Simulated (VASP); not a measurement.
Wanted: the native input for a VASP 6.6.1 run.

```yaml
Task: single point
Functional: r2SCAN
Potentials_or_basis: VASP PAW PBE potentials, release 64 (Zn, S)
Cutoff: 520 eV
k_mesh: 8 × 8 × 8
Occupations: gaussian, width 0.05 eV
Spin: no spin polarisation
Dipole_correction: no
Further_INCAR_settings: ALGO = Normal; EDIFF = 1e-06; NBANDS = 16
```

ZnS:

```
Zn S
1.0
     0.00000    2.66408    2.66408
     2.66408    0.00000    2.66408
     2.66408    2.66408    0.00000
Zn S
1 1
Direct
  0.00000 0.00000 0.00000
  0.75000 0.75000 0.75000
```

This cell differs from its parent crystal: strain -0.015 along x and y, -0.015 along z.

One way to write it, as run:

POSCAR

```
ZnS
1.0
    0.0000000000      2.6640802500      2.6640802500
    2.6640802500      0.0000000000      2.6640802500
    2.6640802500      2.6640802500      0.0000000000
Zn S
1 1
Direct
    0.0000000000      0.0000000000      0.0000000000
    0.7500000000      0.7500000000      0.7500000000
```

INCAR.step1

```
ALGO     = Normal         # electronic algorithm
EDIFF    = 1E-4           # SCF threshold, eV
ENCUT    = 520            # plane-wave cutoff, eV
GGA      = PE             # functional
ISMEAR   = 0              # smearing method
LASPH    = True           # aspherical terms in the spheres
LCHARG   = False          # write CHGCAR
LREAL    = False          # projectors in reciprocal space
LWAVE    = True           # write WAVECAR
NBANDS   = 16             # bands
NELM     = 60             # most SCF steps
PREC     = Accurate       # precision mode
SIGMA    = 0.05           # smearing width, eV
```

INCAR.step2

```
ALGO     = Normal         # electronic algorithm
EDIFF    = 1E-6           # SCF threshold, eV
ENCUT    = 520            # plane-wave cutoff, eV
ISIF     = 2              # what is computed and relaxed
ISMEAR   = 0              # smearing method
ISTART   = 1            
LASPH    = True           # aspherical terms in the spheres
LCHARG   = False          # write CHGCAR
LMIXTAU  = True         
LREAL    = False          # projectors in reciprocal space
LWAVE    = False          # write WAVECAR
METAGGA  = R2SCAN         # meta-GGA
NBANDS   = 16             # bands
NELM     = 60             # most SCF steps
PREC     = Accurate       # precision mode
SIGMA    = 0.05           # smearing width, eV
```

KPOINTS

```
k-points
0
Gamma
  8 8 8
```

Potentials or basis: VASP PAW PBE potentials, release 64 (Zn, S).

Run with:

```console
$ cat potpaw_PBE.64/Zn/POTCAR potpaw_PBE.64/S/POTCAR > POTCAR
$ cp INCAR.step1 INCAR
$ mpirun -np 1 vasp_std > vasp.out
$ cp INCAR.step2 INCAR
$ mpirun -np 1 vasp_std > vasp.out
```

It gave:

- Pressure: 2.9 GPa
- Band gap on the k mesh: 2.88 eV, direct

Caveat: the cell differs from its parent crystal (strain -0.015 along x and y, -0.015 along z); the PAW data sets were made with another functional, which shifts forces and pressure a little.

Run time: 77 s on 1 thread of Intel(R) Xeon(R) Platinum 8259CL CPU @ 2.50GHz (Skylake/Cascade Lake), with other jobs on the host, peak memory 0.17 GiB.
